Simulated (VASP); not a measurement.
Write the native input for VASP 6.6.1 that does the following.

```yaml
Task: relaxation of cell and atoms
Functional: PBE
Potentials_or_basis: VASP PAW PBE potentials, release 64 (H, Os)
Cutoff: 600 eV
k_mesh: 6 × 6 × 4
Occupations: gaussian, width 0.1 eV
Spin: no spin polarisation
Dipole_correction: no
Further_INCAR_settings: ALGO = Normal; EDIFF = 1e-06; IBRION = 2; EDIFFG = -0.04; NSW = 90; ISIF = 3
```

The structure of HOs lies in POSCAR:

```
HOs
1.0
    3.1326448744      0.0000000000      0.0000000000
   -1.5663224372      2.7129500423      0.0000000000
    0.0000000000      0.0000000000      5.0168227363
H Os
2 2
Direct
    0.3333333333      0.6666666667      0.0000000000
    0.6666666667      0.3333333333      0.5000000000
    0.3333333333      0.6666666667      0.3821000000
    0.6666666667      0.3333333333      0.8821000000
```

These files were run (other wordings do the same):

INCAR

```
SYSTEM = HOs
ALGO = Normal
EDIFF = 1E-6
EDIFFG = -0.04
ENCUT = 600
GGA = PE
IBRION = 2
ISIF = 3
ISMEAR = 0
LASPH = .True.
LCHARG = .False.
LREAL = .False.
LWAVE = .False.
NELM = 80
NSW = 90
PREC = Accurate
SIGMA = 0.1
```

KPOINTS

```
k-points
0
Gamma
  6 6 4
  0 0 0
```

Potentials or basis: VASP PAW PBE potentials, release 64 (H, Os).

Command:

```console
$ cat potpaw_PBE.64/H/POTCAR potpaw_PBE.64/Os/POTCAR > POTCAR
$ mpirun -np 1 vasp_std > vasp.out
```

Results of the run:

```yaml
Relaxed_volume: 8.92 Å³/atom
Relaxed_cell: a = 2.959 Å, b = 2.959 Å, c = 4.704 Å, α = 90.00°, β = 90.00°, γ = 120.00°
Space_group_after_relaxing_to_0.05_Å: P6_3mc (No. 186)
Energy_gained_by_relaxing: 212.4 meV/atom
Ionic_steps: 9
Pressure_after_relaxing: 0.2 GPa
Largest_force_after_relaxing: 0.014 eV/Å
Band_gap_on_the_k_mesh: zero (band 9 reaches 8.85 eV, above the bottom of band 10 at 5.88 eV)
```

Caveat: the k points lie up to 0.41 Å⁻¹ apart in the final cell; the volume moved by over 15 % at a fixed basis, so the end points are rough; spin-orbit coupling is left out, which moves the levels of the heavy elements.

Wall time 51 s on 1 thread of Intel(R) Xeon(R) 6975P-C (Granite Rapids) (shared host), peak memory 0.19 GiB.
